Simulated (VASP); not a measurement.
# C13O in VASP: further runs

The runs below take C13O through single point, with PBE.

Everything below comes from runs of VASP 6.6.1. Logs are shortened: lines on timing, memory, paths and dates and some standing lists are left out, and cuts for length are marked.

### 1 The cell of the first run

The cell holds a wire or tube with vacuum around it, 14 atoms: a = 4.933 Å, b = 8.522 Å, c = 22.942 Å, α = 90.00°, β = 90.00°, γ = 90.00°.

### 2 Single point, PBE

Input file INCAR:

```
SYSTEM = C13O
ALGO = Normal ; DIPOL = 0.5 0.5 0.309
EDIFF = 1E-7 ; ENCUT = 520
GGA = PE ; IDIPOL = 3
ISIF = 2 ; ISMEAR = 0
LASPH = .TRUE. ; LCHARG = .FALSE.
LDIPOL = .TRUE. ; LREAL = .FALSE.
LWAVE = .FALSE. ; NBANDS = 42
NELM = 80 ; PREC = Accurate
SIGMA = 0.1
```

Input file KPOINTS:

```
k-points
0
G
  6 3 1
  0 0 0
```

Input file POSCAR:

```
C13O
1.0
    4.9326910638      0.0000000000      0.0000000000
    0.0000000000      8.5222964206      0.0000000000
    0.0000000000      0.0000000000     22.9416054000
C O
13 1
Direct
    0.0000000000      0.0000000000      0.1743557144
    0.5000000000      0.0000000000      0.1743557144
    0.2500000000      0.0000000000      0.2053898385
    0.7500000000      0.0000000000      0.2053898385
    0.2500000000      0.0000000000      0.2674580867
    0.7500000000      0.0000000000      0.2674580867
    0.0000000000      0.0000000000      0.2977124358
    0.5000000000      0.0000000000      0.2977124358
    0.0000000000      0.0000000000      0.3626190224
    0.5000000000      0.0000000000      0.3626190224
    0.2500000000      0.0000000000      0.3897549994
    0.7500000000      0.0000000000      0.3897549994
    0.1250000000      0.8719828616      0.4664715138
    0.1250000000      1.1280171384      0.4664715138
```

Potentials or basis: VASP PAW PBE potentials, release 64 (C, O).

Launch:

```bash
$ cat potpaw_PBE.64/C/POTCAR potpaw_PBE.64/O/POTCAR > POTCAR
$ mpirun -np 1 vasp_std > vasp.out
```

OUTCAR:

```text
SYSTEM = C13O
   EDIFF = 1E-7
   ENCUT = 520
   GGA = PE
   ISIF = 2
   ISMEAR = 0
   LASPH = .TRUE.
   LREAL = .FALSE.
   NELM = 80
   PREC = Accurate

 ion  position               nearest neighbor table
   1  0.000  0.000  0.174-   3 1.42   4 1.42
   2  0.500  0.000  0.174-   3 1.42   4 1.42
   3  0.250  0.000  0.205-   1 1.42   2 1.42   5 1.42
   4  0.750  0.000  0.205-   1 1.42   2 1.42   6 1.42
   5  0.250  0.000  0.267-   7 1.42   8 1.42   3 1.42
   6  0.750  0.000  0.267-   7 1.42   8 1.42   4 1.42
   7  0.000  0.000  0.298-   5 1.42   6 1.42   9 1.49
   8  0.500  0.000  0.298-   5 1.42   6 1.42  10 1.49
   9  0.000  0.000  0.363-  11 1.38  12 1.38   7 1.49
  10  0.500  0.000  0.363-  11 1.38  12 1.38   8 1.49
  11  0.250  0.000  0.390-   9 1.38  10 1.38
  12  0.750  0.000  0.390-   9 1.38  10 1.38
  13  0.125  0.872  0.466-
  14  0.125  0.128  0.466-

  LATTYP: Found a simple orthorhombic cell.
 ALAT       =     4.9326910638
 B/A-ratio  =     1.7277174488
 C/A-ratio  =     4.6509309225

  Lattice vectors:

 A1 = (   4.9326910638,   0.0000000000,   0.0000000000)
 A2 = (   0.0000000000,   8.5222964206,   0.0000000000)
 A3 = (   0.0000000000,   0.0000000000,  22.9416054000)

Analysis of symmetry for initial positions (statically):
=====================================================================
 Subroutine PRICEL returns:
 Original cell was already a primitive cell.

 Routine SETGRP: Setting up the symmetry group for a
 simple orthorhombic supercell.

 Subroutine GETGRP returns: Found  1 space group operations
 (whereof  1 operations were pure point group operations)
 out of a pool of  8 trial point group operations.

The static configuration has the point symmetry C_1 .

Analysis of symmetry for dynamics (positions and initial velocities):
=====================================================================
 Subroutine PRICEL returns:
 Original cell was already a primitive cell.

 Routine SETGRP: Setting up the symmetry group for a
 simple orthorhombic supercell.

 Subroutine GETGRP returns: Found  1 space group operations
 (whereof  1 operations were pure point group operations)
 out of a pool of  8 trial point group operations.

The dynamic configuration has the point symmetry C_1 .

 Subroutine INISYM returns: Found  1 space group operations
 (whereof  1 operations are pure point group operations),
 and found     1 'primitive' translations

----------------------------------------------------------------------------------------

                                     Primitive cell

  volume of cell :     964.4159

  direct lattice vectors                    reciprocal lattice vectors
     4.932691064  0.000000000  0.000000000     0.202729096  0.000000000  0.000000000
     0.000000000  8.522296421  0.000000000     0.000000000  0.117339265  0.000000000
     0.000000000  0.000000000 22.941605400     0.000000000  0.000000000  0.043588929

  length of vectors
     4.932691064  8.522296421 22.941605400     0.202729096  0.117339265  0.043588929

  position of ions in fractional coordinates (direct lattice)
     0.000000000  0.000000000  0.174355714
     0.500000000  0.000000000  0.174355714
     0.250000000  0.000000000  0.205389838
     0.750000000  0.000000000  0.205389838
     0.250000000  0.000000000  0.267458087
     0.750000000  0.000000000  0.267458087
     0.000000000  0.000000000  0.297712436
     0.500000000  0.000000000  0.297712436
     0.000000000  0.000000000  0.362619022
     0.500000000  0.000000000  0.362619022
     0.250000000  0.000000000  0.389754999
     0.750000000  0.000000000  0.389754999
     0.125000000  0.871982862  0.466471514
     0.125000000  0.128017138  0.466471514

  ion indices of the primitive-cell ions
   primitive index   ion index
                 1           1
                 2           2
                 3           3
                 4           4
                 5           5
                 6           6
                 7           7
                 8           8
                 9           9
                10          10
                11          11
                12          12
                13          13
                14          14

----------------------------------------------------------------------------------------

 KPOINTS: k-points

Automatic generation of k-mesh.
 Grid dimensions read from file:
 generate k-points for:    6    3    1

 Generating k-lattice:

  Cartesian coordinates                     Fractional coordinates (reciprocal lattice)
     0.033788183  0.000000000  0.000000000     0.166666667  0.000000000  0.000000000
     0.000000000  0.039113088  0.000000000     0.000000000  0.333333333  0.000000000
     0.000000000  0.000000000  0.043588929     0.000000000  0.000000000  1.000000000

  Length of vectors
     0.033788183  0.039113088  0.043588929

  Shift w.r.t. Gamma in fractional coordinates (k-lattice)
     0.000000000  0.000000000  0.000000000

 Subroutine IBZKPT returns following result:
 ===========================================

 Found     10 irreducible k-points:

 Following reciprocal coordinates:
            Coordinates               Weight
  0.000000  0.000000  0.000000      1.000000
  0.166667  0.000000  0.000000      2.000000
  0.333333  0.000000  0.000000      2.000000
  0.500000  0.000000  0.000000      1.000000
  0.000000  0.333333  0.000000      2.000000
  0.166667  0.333333  0.000000      2.000000
  0.166667 -0.333333  0.000000      2.000000
  0.333333  0.333333  0.000000      2.000000
  0.333333 -0.333333  0.000000      2.000000
  0.500000  0.333333  0.000000      2.000000
   k-points           NKPTS =     10   k-points in BZ     NKDIM =     10   number of bands    NBANDS=     42
   number of dos      NEDOS =    301   number of ions     NIONS =     14
   total plane-waves  NPLWV = 460800
   dimension x,y,z NGX =    40 NGY =   64 NGZ =  180
   dimension x,y,z NGXF=    80 NGYF=  128 NGZF=  360
   ions per type =              13   1
   NGX,Y,Z   is equivalent  to a cutoff of  13.48, 12.48, 13.04 a.u.
   NGXF,Y,Z  is equivalent  to a cutoff of  26.96, 24.97, 26.09 a.u.
 SYSTEM =  C13O
   PREC   = accura    normal or accurate (medium, high low for compatibility)
   ISTART =      0    job   : 0-new  1-cont  2-samecut
   ICHARG =      2    charge: 1-file 2-atom 10-const
   ISPIN  =      1    spin polarized calculation?
   LNONCOLLINEAR =      F non collinear calculations
   LSORBIT =      F    spin-orbit coupling
   LASPH  =      T    aspherical Exc in radial PAW
   ENCUT  =  520.0 eV  38.22 Ry    6.18 a.u.   9.17 15.85 42.66*2*pi/ulx,y,z
   NELM   =     80;   NELMIN=  2; NELMDL= -5     # of ELM steps
   EDIFF  = 0.1E-06   stopping-criterion for ELM
   LREAL  =      F    real-space projection
   EDIFFG = 0.1E-05   stopping-criterion for IOM
   NSW    =      0    number of steps for IOM
   IBRION =     -1    ionic relax: 0-MD 1-quasi-New 2-CG
   NFREE  =      0    steps in history (QN), initial steepest desc. (CG)
   ISIF   =      2    stress and relaxation
   ISYM   =      2    0-nonsym 1-usesym 2-fastsym
   POTIM  = 0.5000    time-step for ionic-motion
   TEBEG  =    0.0;   TEEND  =   0.0 temperature during run
   PSTRESS=    0.0 pullay stress
   NELECT =      58.0000    total number of electrons
   NUPDOWN=      -1.0000    fix difference up-down
   EMIN   =  10.00;   EMAX   =-10.00  energy-range for DOS
   EFERMI =   0.00;   METHOD = LEGACY
   ISMEAR =     0;   SIGMA  =   0.10  broadening in eV -4-tet -1-fermi 0-gaus
   EFERMI_NEDOS =   21; number of points for ismear=-14 and -15
   IALGO  =     38    algorithm
   IMIX   =      4    mixing-type and parameters
     AMIX     =   0.40;   BMIX     =  1.00
     AMIX_MAG =   1.60;   BMIX_MAG =  1.00
  volume/ion in A,a.u.               =      68.89       464.87
  Fermi-wavevector in a.u.,A,eV,Ry     =   0.641401  1.212071  5.597365  0.411395
  Thomas-Fermi vector in A             =   1.707728
   LORBIT       =      0    0 simple, 1 ext, 2 COOP (PROOUT), +10 PAW based schemes
   GGA     = PE    functional components
   LHFCALC =     F    Hartree Fock is set to
   AEXX    =    0.0000 exact exchange contribution
   IVDW    =     0    specifies the selected vdW correction
   LEPSILON=     F    determine dielectric tensor
   LRPA    =     F    only Hartree local field effects (RPA)
 non-spin polarized calculation
 Gauss-broadening in eV      SIGMA  =   0.10
  energy-cutoff  :      520.00
  volume of cell :      964.42
 maximum number of plane-waves:     25994
 NGX is ok and might be reduce to    40
   NGX = 19   NGY = 31   NGZ = 85

 dipolmoment           0.000000      0.000000     -0.002260 electrons x Angstroem

 number of electron      58.0000008 magnetization

 dipolmoment           0.000000      0.000000      0.086824 electrons x Angstroem

 Free energy of the ion-electron system (eV)
  ---------------------------------------------------
  ext. energy  EPLUGINS =         0.00000000
  ---------------------------------------------------
  free energy    TOTEN  =      -105.77892394 eV

  energy without entropy =     -105.73284858  energy(sigma->0) =     -105.75588626

 E-fermi :  -4.8759     XC(G=0):  -2.1811

 val. band max:       -4.8900528686   @ k =   0.5000   0.0000   0.0000
 cond. band min:      -4.7872800334   @ k =   0.3333   0.3333   0.0000
 fundamental gap:      0.1027728352
 Fermi energy:        -4.8759192245

 k-point     1 :       0.0000    0.0000    0.0000
  band No.  band energies     occupation
      1     -23.6005      2.00000
      2     -22.0554      2.00000
      3     -20.9734      2.00000
      4     -19.5676      2.00000
      5     -19.4217      2.00000
      6     -19.3893      2.00000
[... 429 lines left out ...]
     40       1.3507      0.00000
     41       2.2327      0.00000
 [bands above 41 left out]

------------------------ aborting loop because EDIFF is reached ----------------------------------------

 vacuum level on the upper side and lower side of the slab       (xc-potential included)         0.155        -0.206

  FORCE on cell =-STRESS in cart. coord.  units (eV):
  Direction    XX          YY          ZZ          XY          YZ          ZX
  --------------------------------------------------------------------------------------
  -------------------------------------------------------------------------------------
  Total        0.0854436    -10.5060859     -7.0605424      0.9255443      0.8355167      1.8178297
  in kB        0.1419469    -17.4536865    -11.7296293      1.5376002      1.3880380      3.0199477
  external PRESSURE =      -9.6804563 kB  Pullay stress =       0.0000000 kB

 VOLUME and BASIS-vectors are now :
 -----------------------------------------------------------------------------
  energy-cutoff  :      520.00
  volume of cell :      964.42
      direct lattice vectors                 reciprocal lattice vectors
     4.932691064  0.000000000  0.000000000     0.202729096  0.000000000  0.000000000
     0.000000000  8.522296421  0.000000000     0.000000000  0.117339265  0.000000000
     0.000000000  0.000000000 22.941605400     0.000000000  0.000000000  0.043588929

 POSITION                                       TOTAL-FORCE (eV/Angst)
 -----------------------------------------------------------------------------------
      0.00000      0.00000      4.00000        -0.139768      0.084720      1.833514
      2.46635      0.00000      4.00000         0.144158     -0.091422      1.811548
      1.23317      0.00000      4.71197         0.041609      0.003368     -3.328005
      3.69952      0.00000      4.71197        -0.049276      0.005079     -3.048739
      1.23317      0.00000      6.13592         0.057934      0.017611      1.277424
      3.69952      0.00000      6.13592        -0.034088     -0.020947      1.213091
      0.00000      0.00000      6.83000        -0.277056     -0.116549      0.817554
      2.46635      0.00000      6.83000         0.140933      0.197068      0.678381
      0.00000      0.00000      8.31906        -1.038567      0.299877     -1.800623
      2.46635      0.00000      8.31906         1.305467      0.308647     -0.430754
      1.23317      0.00000      8.94161        -1.782962     -0.695094      4.554078
      3.69952      0.00000      8.94161         0.635414     -0.775488      0.485162
      0.61659      7.43130     10.70161         0.073816      5.170788     -2.388591
      0.61659      1.09100     10.70161         0.922386     -4.387657     -1.674040
 -----------------------------------------------------------------------------------
    total drift:                                0.000024      0.000308      0.000461

  FREE ENERGIE OF THE ION-ELECTRON SYSTEM (eV)
  ---------------------------------------------------
  free  energy   TOTEN  =      -105.7789239364 eV

  energy  without entropy=     -105.7328485773  energy(sigma->0) =     -105.75588626

 vacuum level on the upper side and lower side of the slab         1.680         1.311
```

It took 32 min on 1 thread of Intel Xeon 8259CL, shared host; peak memory 1 GiB.

Results:

| Item | Value |
| --- | --- |
| Free energy | -105.7789 eV |
| Largest force | 5.696 eV/Å |
| Band gap on the k mesh | 0.03 eV |

Forces on the atoms (eV/Å):
```
C   -0.140  0.085  1.834
C    0.144 -0.091  1.812
C    0.042  0.003 -3.328
C   -0.049  0.005 -3.049
C    0.058  0.018  1.277
C   -0.034 -0.021  1.213
C   -0.277 -0.117  0.818
C    0.141  0.197  0.678
C   -1.039  0.300 -1.801
C    1.305  0.309 -0.431
C   -1.783 -0.695  4.554
C    0.635 -0.775  0.485
C    0.074  5.171 -2.389
O    0.922 -4.388 -1.674
```

Levels at points of the mesh, in eV from the valence-band top:
| k point | band 26 | band 27 | band 28 | band 29 | band 30 | band 31 | band 32 | band 33 |
| --- | --- | --- | --- | --- | --- | --- | --- | --- |
| (0.00, 0.00, 0.00) | -1.20 | -0.74 | -0.26 | -0.21 | 0.30 | 0.57 | 0.99 | 1.17 |
| (0.50, 0.00, 0.00) | -1.64 | -1.28 | -0.05 | 0.00 | 0.03 | 0.19 | 0.80 | 1.69 |

Caveat: the smearing spreads over this small gap.

### 3 Single point, PBE

Input file INCAR:

```
  ALGO = Normal
  DIPOL = 0.5 0.5 0.305
  EDIFF = 1E-6
  ENCUT = 520
  GGA = PE
  IDIPOL = 3
  ISIF = 2
  ISMEAR = 0
  LASPH = T
  LCHARG = F
  LDIPOL = T
  LREAL = F
  LWAVE = F
  NBANDS = 42
  NELM = 100
  PREC = Accurate
  SIGMA = 0.1
```

Input file KPOINTS:

```
k-points
0
Gamma
  6 3 1
```

Changes to POSCAR since step 2:

```diff
@@ -20,3 +20,3 @@
     0.7500000000      0.0000000000      0.3897549994
-    0.1250000000      0.8719828616      0.4664715138
-    0.1250000000      1.1280171384      0.4664715138
+    0.1250000000      0.8274526105      0.4385745995
+    0.1250000000      1.1725473895      0.4385745995
```

Potentials or basis: VASP PAW PBE potentials, release 64 (C, O).

Launch:

```bash
$ cat potpaw_PBE.64/C/POTCAR potpaw_PBE.64/O/POTCAR > POTCAR
$ mpirun -np 1 vasp_std > vasp.out
```

It took 29 min on 1 thread of Intel Xeon 8259CL, shared host; peak memory 1 GiB.

It converged, with:

| Quantity | Value |
| --- | --- |
| Free energy | -105.3497 eV |
| Largest force | 6.077 eV/Å |
| Band gap on the k mesh | 0.01 eV |

Forces on the atoms (eV/Å):
```
C   -0.097  0.090  1.911
C    0.101 -0.166  1.946
C    0.002  0.050 -3.309
C    0.010  0.044 -3.290
C   -0.002  0.024  1.233
C    0.025  0.053  1.238
C   -0.344 -0.262  0.728
C    0.278  0.221  0.986
C   -1.265  0.037 -3.299
C    1.826  0.189 -1.026
C   -2.652 -0.083  5.467
C    1.044 -0.773  0.722
C    0.049  3.669 -1.740
O    1.023 -3.093 -1.566
```

Levels at points of the mesh, in eV from the valence-band top:
| k point | band 26 | band 27 | band 28 | band 29 | band 30 | band 31 | band 32 | band 33 |
| --- | --- | --- | --- | --- | --- | --- | --- | --- |
| (0.00, 0.00, 0.00) | -1.10 | -0.33 | -0.25 | -0.11 | 0.25 | 0.36 | 0.78 | 1.04 |
| (0.50, 0.00, 0.00) | -1.01 | -0.31 | -0.06 | 0.00 | 0.01 | 0.15 | 0.79 | 1.08 |

Caveat: the smearing spreads over this small gap.

(Part 1 of 2 ends here.)

The gap in the log of VASP goes by the Fermi energy; the results here count the filled bands.